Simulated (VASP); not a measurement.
# NiO: single point with PBE+U

The system is NiO.

```
Ni O
1.0
    -2.08590   -2.08590    4.17180
    -4.17180   -2.08590    2.08590
    -2.08590   -4.17180    2.08590
Ni O
2 2
Direct
  0.00000 0.00000 0.00000
  0.50000 0.50000 0.50000
  0.25000 0.25000 0.25000
  0.75000 0.75000 0.75000
```

| Item | Value |
| --- | --- |
| Program | VASP 6.6.1 |
| Task | single point |
| Functional | PBE |
| Potentials or basis | VASP PAW PBE potentials, release 64 (Ni, O) |
| Cutoff | 600 eV |
| k mesh | 10 × 10 × 10 |
| Occupations | gaussian, width 0.05 eV |
| Spin | collinear spin, antiferromagnetic start |
| Starting moments | [1.83, -1.83, 0.0, 0.0] μB |
| Hubbard terms | Ni d U = 6.2 eV |
| Dipole correction | no |
| Further INCAR settings | ALGO = Normal; EDIFF = 1e-06; NBANDS = 28 |

The pressure is 1.2 GPa. The band gap on the k mesh is 3.45 eV, the net moment is 0.00 μB per cell and the site moments are Ni +1.75, -1.75; O +0.00 μB. The valence electrons inside the program's atomic spheres are Ni 9.02; O 5.02.

Stress tensor (GPa, compression positive):
```
 1.17 -0.07  0.07
-0.07  1.17  0.07
 0.07  0.07  1.17
```

Levels at points of the mesh, in eV from the valence-band top:
Spin up:
| k point | band 13 | band 14 | band 15 | band 16 | band 17 | band 18 | band 19 | band 20 |
| --- | --- | --- | --- | --- | --- | --- | --- | --- |
| (0.00, 0.00, 0.00) | -0.81 | -0.81 | -0.76 | -0.76 | 3.45 | 4.35 | 4.35 | 7.37 |
| (0.50, 0.00, 0.00) | -1.84 | -1.74 | -1.22 | -0.60 | 4.29 | 4.31 | 9.20 | 9.48 |
| (0.50, 0.50, 0.00) | -2.18 | -1.93 | -0.67 | -0.53 | 4.53 | 4.70 | 7.38 | 7.95 |
| (0.50, 0.50, 0.50) | -1.40 | -1.40 | 0.00 | 0.00 | 4.20 | 4.20 | 6.15 | 6.27 |
Spin down:
```
           k point  band 14  band 15  band 16  band 17  band 18  band 19
(0.00, 0.00, 0.00)    -0.81    -0.76    -0.76     3.45     4.35     4.35
(0.50, 0.00, 0.00)    -1.74    -1.22    -0.60     4.29     4.31     9.20
(0.50, 0.50, 0.00)    -1.93    -0.67    -0.53     4.53     4.70     7.38
(0.50, 0.50, 0.50)    -1.40     0.00     0.00     4.20     4.20     6.15
```

Eigenvalues of the final occupation matrices:
| site | spin | trace | eigenvalues |
| --- | --- | --- | --- |
| site 1 d | 1 | 5.02 | 0.98 0.98 0.98 1.03 1.03 |
| site 1 d | 2 | 3.26 | 0.16 0.16 0.98 0.98 0.98 |
| site 2 d | 1 | 3.26 | 0.16 0.16 0.98 0.98 0.98 |
| site 2 d | 2 | 5.02 | 0.98 0.98 0.98 1.03 1.03 |

Run time: 21 min on 1 thread of Intel Xeon 8259CL (shared host), peak memory 0.46 GiB.

A k mesh can miss the band edges. The state reached can hang on the start; a lower one may exist.
